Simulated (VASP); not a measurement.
# BN (Pm) in VASP: a series of runs

BN is run at these levels: PBE; tasks: single point.

All numbers are computed with VASP 6.6.1; they aren't measurements. Logs are shortened: lines on timing, memory, paths and dates and some standing lists are left out, and cuts for length are marked.

### Step 1. The cell of the first run

Symmetry: Pm, No. 6, monoclinic system. The conventional cell has a = 2.512 Å, b = 8.344 Å, c = 2.512 Å, α = 90.00°, β = 120.00°, γ = 90.00°. Within 1.9 Å of B (site symmetry m) lie 3 N at 1.45 Å. B (site symmetry m) has 1 N at 1.07 Å within 1.4 Å. N (site symmetry m) has 1 B at 1.07 Å within 1.4 Å. Within 1.9 Å of N (site symmetry m) lie 3 B at 1.45 Å.

### Step 2. Single point, PBE (atom 3 (N) moved +0.394 Å along Cartesian [1 -1 0])

INCAR

```
  ALGO = Normal
  EDIFF = 1E-6
  ENCUT = 520
  GGA = PE
  ISIF = 2
  ISMEAR = 0
  LASPH = T
  LCHARG = F
  LREAL = F
  LWAVE = F
  NBANDS = 16
  NELM = 100
  PREC = Accurate
  SIGMA = 0.05
```

KPOINTS

```
k-points
0
Gamma
  12 12 4
```

POSCAR

```
BN
1.0
    2.5121751215      0.0000000000      0.0000000000
   -1.2560875608      2.1756074740      0.0000000000
    0.0000000000      0.0000000000      8.3436910039
B N
2 2
Direct
    0.3333333333      0.6666666667      0.2500000000
    0.6666666667      0.3333333333      0.7500000000
    0.3801813706      0.5386754487      0.7500000000
    0.6666666667      0.3333333333      0.2500000000
```

Potentials or basis: VASP PAW PBE potentials, release 64 (B, N).

Started as:

```
> cat potpaw_PBE.64/B/POTCAR potpaw_PBE.64/N/POTCAR > POTCAR
> mpirun -np 1 vasp_std > vasp.out
```

OUTCAR:

```text
EDIFF = 1E-6
   ENCUT = 520
   GGA = PE
   ISIF = 2
   ISMEAR = 0
   LASPH = T
   LREAL = F
   NELM = 100
   PREC = Accurate

 ion  position               nearest neighbor table
   1  0.333  0.667  0.250-   4 1.45   4 1.45   4 1.45
   2  0.667  0.333  0.750-   3 1.07   3 1.60   3 1.75
   3  0.380  0.539  0.750-   2 1.07   2 1.60   2 1.75
   4  0.667  0.333  0.250-   1 1.45   1 1.45   1 1.45

  LATTYP: Found a hexagonal cell.
 ALAT       =     2.5121751215
 C/A-ratio  =     3.3213015018

  Lattice vectors:

 A1 = (   2.5121751215,   0.0000000000,   0.0000000000)
 A2 = (  -1.2560875608,   2.1756074740,   0.0000000000)
 A3 = (   0.0000000000,   0.0000000000,   8.3436910039)

Analysis of symmetry for initial positions (statically):
=====================================================================
 Subroutine PRICEL returns:
 Original cell was already a primitive cell.

 Routine SETGRP: Setting up the symmetry group for a
 hexagonal supercell.

 Subroutine GETGRP returns: Found  2 space group operations
 (whereof  1 operations were pure point group operations)
 out of a pool of 24 trial point group operations.

The static configuration has the point symmetry C_1 .
 The point group associated with its full space group is C_1h.

Analysis of symmetry for dynamics (positions and initial velocities):
=====================================================================
 Subroutine PRICEL returns:
 Original cell was already a primitive cell.

 Routine SETGRP: Setting up the symmetry group for a
 hexagonal supercell.

 Subroutine GETGRP returns: Found  2 space group operations
 (whereof  1 operations were pure point group operations)
 out of a pool of 24 trial point group operations.

The dynamic configuration has the point symmetry C_1 .
 The point group associated with its full space group is C_1h.

 Subroutine INISYM returns: Found  2 space group operations
 (whereof  1 operations are pure point group operations),
 and found     1 'primitive' translations

----------------------------------------------------------------------------------------

                                     Primitive cell

  volume of cell :      45.6025

  direct lattice vectors                    reciprocal lattice vectors
     2.512175121  0.000000000  0.000000000     0.398061422  0.229820869  0.000000000
    -1.256087561  2.175607474  0.000000000     0.000000000  0.459641738  0.000000000
     0.000000000  0.000000000  8.343691004     0.000000000  0.000000000  0.119851035

  length of vectors
     2.512175121  2.512175122  8.343691004     0.459641738  0.459641738  0.119851035

  position of ions in fractional coordinates (direct lattice)
     0.333333333  0.666666667  0.250000000
     0.666666667  0.333333333  0.750000000
     0.380181371  0.538675449  0.750000000
     0.666666667  0.333333333  0.250000000

  ion indices of the primitive-cell ions
   primitive index   ion index
                 1           1
                 2           2
                 3           3
                 4           4

----------------------------------------------------------------------------------------

 KPOINTS: k-points

Automatic generation of k-mesh.
 Grid dimensions read from file:
 generate k-points for:   12   12    4

 Generating k-lattice:

  Cartesian coordinates                     Fractional coordinates (reciprocal lattice)
     0.033171785  0.019151739  0.000000000     0.083333333  0.000000000  0.000000000
     0.000000000  0.038303478  0.000000000     0.000000000  0.083333333  0.000000000
     0.000000000  0.000000000  0.029962759     0.000000000  0.000000000  0.250000000

  Length of vectors
     0.038303478  0.038303478  0.029962759

  Shift w.r.t. Gamma in fractional coordinates (k-lattice)
     0.000000000  0.000000000  0.000000000

 Subroutine IBZKPT returns following result:
 ===========================================

 Found    222 irreducible k-points:

 Following reciprocal coordinates:
            Coordinates               Weight
  0.000000  0.000000  0.000000      1.000000
  0.083333 -0.000000  0.000000      2.000000
  0.000000  0.083333  0.000000      2.000000
 -0.083333  0.083333  0.000000      2.000000
  0.166667  0.000000  0.000000      2.000000
  0.000000  0.166667  0.000000      2.000000
[... 16 lines left out ...]
  0.166667  0.083333  0.000000      2.000000
 -0.083333  0.250000  0.000000      2.000000
 [... further k-points ...]
   k-points           NKPTS =    222   k-points in BZ     NKDIM =    222   number of bands    NBANDS=     16
   number of dos      NEDOS =    301   number of ions     NIONS =      4
   total plane-waves  NPLWV =  25600
   dimension x,y,z NGX =    20 NGY =   20 NGZ =   64
   dimension x,y,z NGXF=    40 NGYF=   40 NGZF=  128
   ions per type =               2   2
   NGX,Y,Z   is equivalent  to a cutoff of  13.24, 13.24, 12.75 a.u.
   NGXF,Y,Z  is equivalent  to a cutoff of  26.47, 26.47, 25.50 a.u.
 SYSTEM =  unknown system
   PREC   = accura    normal or accurate (medium, high low for compatibility)
   ISTART =      0    job   : 0-new  1-cont  2-samecut
   ICHARG =      2    charge: 1-file 2-atom 10-const
   ISPIN  =      1    spin polarized calculation?
   LNONCOLLINEAR =      F non collinear calculations
   LSORBIT =      F    spin-orbit coupling
   LASPH  =      T    aspherical Exc in radial PAW
   ENCUT  =  520.0 eV  38.22 Ry    6.18 a.u.   4.67  4.67 15.51*2*pi/ulx,y,z
   NELM   =    100;   NELMIN=  2; NELMDL= -5     # of ELM steps
   EDIFF  = 0.1E-05   stopping-criterion for ELM
   LREAL  =      F    real-space projection
   EDIFFG = 0.1E-04   stopping-criterion for IOM
   NSW    =      0    number of steps for IOM
   IBRION =     -1    ionic relax: 0-MD 1-quasi-New 2-CG
   NFREE  =      0    steps in history (QN), initial steepest desc. (CG)
   ISIF   =      2    stress and relaxation
   ISYM   =      2    0-nonsym 1-usesym 2-fastsym
   POTIM  = 0.5000    time-step for ionic-motion
   TEBEG  =    0.0;   TEEND  =   0.0 temperature during run
   PSTRESS=    0.0 pullay stress
   NELECT =      16.0000    total number of electrons
   NUPDOWN=      -1.0000    fix difference up-down
   EMIN   =  10.00;   EMAX   =-10.00  energy-range for DOS
   EFERMI =   0.00;   METHOD = LEGACY
   ISMEAR =     0;   SIGMA  =   0.05  broadening in eV -4-tet -1-fermi 0-gaus
   EFERMI_NEDOS =   21; number of points for ismear=-14 and -15
   IALGO  =     38    algorithm
   IMIX   =      4    mixing-type and parameters
     AMIX     =   0.40;   BMIX     =  1.00
     AMIX_MAG =   1.60;   BMIX_MAG =  1.00
  volume/ion in A,a.u.               =      11.40        76.94
  Fermi-wavevector in a.u.,A,eV,Ry     =   1.154654  2.181980 18.139645  1.333226
  Thomas-Fermi vector in A             =   2.291289
   LORBIT       =      0    0 simple, 1 ext, 2 COOP (PROOUT), +10 PAW based schemes
   GGA     = PE    functional components
   LHFCALC =     F    Hartree Fock is set to
   AEXX    =    0.0000 exact exchange contribution
   IVDW    =     0    specifies the selected vdW correction
   LEPSILON=     F    determine dielectric tensor
   LRPA    =     F    only Hartree local field effects (RPA)
 non-spin polarized calculation
 Gauss-broadening in eV      SIGMA  =   0.05
  energy-cutoff  :      520.00
  volume of cell :       45.60
 maximum number of plane-waves:      1267
   NGX =  9   NGY =  9   NGZ = 31

 number of electron      15.9999998 magnetization

 Free energy of the ion-electron system (eV)
  ---------------------------------------------------
  ext. energy  EPLUGINS =         0.00000000
  ---------------------------------------------------
  free energy    TOTEN  =       -30.52106288 eV

  energy without entropy =      -30.52106288  energy(sigma->0) =      -30.52106288

 E-fermi :   2.2990     XC(G=0):  -8.5158

 val. band max:        2.0618267262   @ k =   0.0000   0.0000   0.5000
 cond. band min:       4.7622102848   @ k =   0.5000   0.5000   0.5000
 fundamental gap:      2.7003835586
 Fermi energy:         2.2990043201

 k-point     1 :       0.0000    0.0000    0.0000
  band No.  band energies     occupation
      1     -17.1636      2.00000
      2     -16.9590      2.00000
      3      -5.1213      2.00000
      4      -4.5263      2.00000
      5      -4.1149      2.00000
      6      -0.9001      2.00000
[... 8 lines left out ...]
     15      13.1819      0.00000
     16      13.1963      0.00000

 k-point     2 :       0.0833   -0.0000    0.0000
  band No.  band energies     occupation
      1     -17.0309      2.00000
      2     -16.8419      2.00000
      3      -4.9493      2.00000
      4      -4.3575      2.00000
      5      -4.3216      2.00000
      6      -1.4573      2.00000
[... 8 lines left out ...]
     15      12.8204      0.00000
     16      13.7081      0.00000

 k-point     3 :       0.0000    0.0833    0.0000
  band No.  band energies     occupation
      1     -17.0308      2.00000
      2     -16.8316      2.00000
      3      -4.9559      2.00000
      4      -4.3615      2.00000
      5      -4.2723      2.00000
      6      -1.4573      2.00000
[... 8 lines left out ...]
     15      12.8423      0.00000
     16      13.6401      0.00000

 k-point     4 :      -0.0833    0.0833    0.0000
  band No.  band energies     occupation
      1     -17.0311      2.00000
      2     -16.8562      2.00000
      3      -4.9396      2.00000
      4      -4.3515      2.00000
      5      -4.3380      2.00000
      6      -1.4571      2.00000
[... 8 lines left out ...]
     15      12.7728      0.00000
     16      13.4284      0.00000

 k-point     5 :       0.1667    0.0000    0.0000
  band No.  band energies     occupation
      1     -16.6407      2.00000
      2     -16.5013      2.00000
      3      -4.8937      2.00000
      4      -4.4446      2.00000
      5      -3.8597      2.00000
      6      -2.8612      2.00000
[... 8 lines left out ...]
     15      14.0680      0.00000
     16      14.1416      0.00000

 k-point     6 :       0.0000    0.1667    0.0000
  band No.  band energies     occupation
      1     -16.6402      2.00000
      2     -16.4591      2.00000
      3      -4.7131      2.00000
      4      -4.4754      2.00000
      5      -3.8740      2.00000
      6      -2.8612      2.00000
[... 8 lines left out ...]
     15      14.1416      0.00000
     16      14.4563      0.00000

 k-point     7 :      -0.1667    0.1667    0.0000
  band No.  band energies     occupation
      1     -16.6424      2.00000
      2     -16.5586      2.00000
      3      -4.9580      2.00000
      4      -4.4014      2.00000
      5      -3.8358      2.00000
      6      -2.8611      2.00000
[... 8 lines left out ...]
     15      13.6243      0.00000
     16      14.1447      0.00000

 k-point     8 :       0.2500   -0.0000    0.0000
  band No.  band energies     occupation
      1     -16.0225      2.00000
      2     -15.9703      2.00000
      3      -5.7241      2.00000
      4      -4.6372      2.00000
      5      -3.6505      2.00000
      6      -3.0621      2.00000
[... 8 lines left out ...]
     15      13.3507      0.00000
     16      16.2368      0.00000

 k-point     9 :       0.0000    0.2500    0.0000
  band No.  band energies     occupation
      1     -16.0190      2.00000
      2     -15.8747      2.00000
      3      -5.3876      2.00000
      4      -4.6372      2.00000
      5      -3.7372      2.00000
      6      -3.0864      2.00000
[... 8 lines left out ...]
     15      13.5349      0.00000
     16      16.1800      0.00000
[... 172 lines left out ...]
 k-point    19 :       0.5000    0.5000    0.0000
  band No.  band energies     occupation
      1     -14.9366      2.00000
      2     -14.1048      2.00000
      3      -8.4004      2.00000
      4      -7.8330      2.00000
      5      -3.6698      2.00000
      6      -2.1731      2.00000
[... 8 lines left out ...]
     15      14.4116      0.00000
     16      16.1259      0.00000

 k-point    20 :       0.0833    0.0833    0.0000
  band No.  band energies     occupation
      1     -16.7690      2.00000
      2     -16.5788      2.00000
      3      -4.6361      2.00000
      4      -4.6350      2.00000
      5      -4.0362      2.00000
      6      -2.3705      2.00000
[... 8 lines left out ...]
     15      13.4048      0.00000
     16      14.7228      0.00000

 k-point    21 :      -0.0833    0.1667    0.0000
  band No.  band energies     occupation
      1     -16.7695      2.00000
      2     -16.6210      2.00000
      3      -4.6475      2.00000
      4      -4.6040      2.00000
      5      -4.0207      2.00000
      6      -2.3703      2.00000
[... 8 lines left out ...]
     15      13.2185      0.00000
     16      14.2315      0.00000

 k-point    22 :      -0.1667    0.0833    0.0000
  band No.  band energies     occupation
      1     -16.7701      2.00000
      2     -16.6511      2.00000
      3      -4.7506      2.00000
      4      -4.5838      2.00000
      5      -4.0087      2.00000
      6      -2.3703      2.00000
[... 8 lines left out ...]
     15      13.3188      0.00000
     16      14.0692      0.00000

 k-point    23 :       0.1667    0.0833    0.0000
  band No.  band energies     occupation
      1     -16.2620      2.00000
      2     -16.1216      2.00000
      3      -5.3690      2.00000
      4      -4.0044      2.00000
      5      -3.8499      2.00000
      6      -3.3910      2.00000
[... 8 lines left out ...]
     15      13.6582      0.00000
     16      14.7354      0.00000

 k-point    24 :      -0.0833    0.2500    0.0000
  band No.  band energies     occupation
      1     -16.2627      2.00000
      2     -16.1552      2.00000
      3      -5.1542      2.00000
      4      -3.9753      2.00000
      5      -3.8498      2.00000
      6      -3.3816      2.00000
[... 8 lines left out ...]
     15      13.4748      0.00000
     16      14.4977      0.00000

 [... further k-points ...]
[... 5 lines left out ...]
  --------------------------------------------------------------------------------------
  -------------------------------------------------------------------------------------
  Total       22.7520557      5.5789274     -0.0393558    -10.7173188      0.0000000      0.0000000
  in kB      799.3602728    196.0074720     -1.3827087   -376.5373556      0.0000000      0.0000000
  external PRESSURE =     331.3283454 kB  Pullay stress =       0.0000000 kB

 VOLUME and BASIS-vectors are now :
 -----------------------------------------------------------------------------
  energy-cutoff  :      520.00
  volume of cell :       45.60
      direct lattice vectors                 reciprocal lattice vectors
     2.512175121  0.000000000  0.000000000     0.398061422  0.229820869  0.000000000
    -1.256087561  2.175607474  0.000000000     0.000000000  0.459641738  0.000000000
     0.000000000  0.000000000  8.343691004     0.000000000  0.000000000  0.119851035

 POSITION                                       TOTAL-FORCE (eV/Angst)
 -----------------------------------------------------------------------------------
     -0.00000      1.45040      2.08592        -0.000051     -0.000250      0.000000
      1.25609      0.72520      6.25777        29.738533    -14.449861      0.000000
      0.27846      1.17195      6.25777       -29.741114     14.451046      0.000000
      1.25609      0.72520      2.08592         0.002631     -0.000935      0.000000
 -----------------------------------------------------------------------------------
    total drift:                                0.000538     -0.000296     -0.000000

  FREE ENERGIE OF THE ION-ELECTRON SYSTEM (eV)
  ---------------------------------------------------
  free  energy   TOTEN  =       -30.5210628788 eV

  energy  without entropy=      -30.5210628788  energy(sigma->0) =      -30.52106288
```

Wall time 5.3 min (1 thread of AMD EPYC 7R13, shared host); peak memory 0.23 GiB.

What came out:

```yaml
Free_energy: -30.5211 eV
Pressure: 33.1 GPa
Largest_force: 33.066 eV/Å
Band_gap_on_the_k_mesh: 2.70 eV, indirect (least direct gap 2.90 eV)
```

Forces on the atoms (eV/Å):
```
B     0.000   0.000   0.000
B    29.739 -14.450   0.000
N   -29.741  14.451   0.000
N     0.003  -0.001   0.000
```

Stress tensor (GPa, compression positive):
```
 79.94 -37.65   0.00
-37.65  19.60   0.00
  0.00   0.00  -0.14
```

Levels at points of the mesh, in eV from the valence-band top:
| k point | band 4 | band 5 | band 6 | band 7 | band 8 | band 9 | band 10 | band 11 | band 12 | band 13 |
| --- | --- | --- | --- | --- | --- | --- | --- | --- | --- | --- |
| (0.00, 0.00, 0.00) | -6.59 | -6.18 | -2.96 | -2.96 | 0.00 | 2.90 | 6.13 | 7.05 | 8.26 | 9.90 |
| (0.50, 0.00, 0.00) | -9.90 | -5.73 | -4.27 | -3.43 | -2.49 | 3.12 | 4.57 | 4.79 | 8.03 | 10.61 |
| (0.00, 0.50, 0.00) | -9.65 | -6.26 | -5.73 | -3.86 | -2.50 | 3.13 | 6.14 | 6.18 | 8.05 | 10.66 |
| (0.50, 0.50, 0.00) | -9.89 | -5.73 | -4.23 | -2.55 | -2.51 | 2.70 | 3.22 | 7.97 | 8.76 | 9.88 |
| (0.00, 0.00, 0.50) | -6.82 | -6.17 | -2.96 | -2.96 | 0.00 | 4.05 | 4.19 | 7.15 | 9.41 | 9.90 |
| (0.50, 0.00, 0.50) | -9.90 | -5.73 | -4.27 | -3.41 | -2.51 | 3.16 | 4.59 | 4.68 | 8.07 | 11.13 |
| (0.00, 0.50, 0.50) | -9.65 | -6.26 | -5.73 | -3.85 | -2.51 | 3.16 | 6.00 | 6.21 | 8.06 | 11.24 |
| (0.50, 0.50, 0.50) | -9.90 | -5.73 | -4.23 | -2.54 | -2.51 | 2.70 | 3.15 | 8.11 | 8.73 | 10.28 |

Caveat: the cell differs from its parent crystal (atom 3 (N) moved +0.394 Å along Cartesian [1 -1 0]); this functional lacks dispersion, which binds the layers, so the pressure and a relaxed spacing across them are unreliable; forces of over 1 eV/Å act on the atoms, so gaps and moduli don't describe the material at rest. A k mesh can miss the band edges.

(Continued in part 2 of 2.)
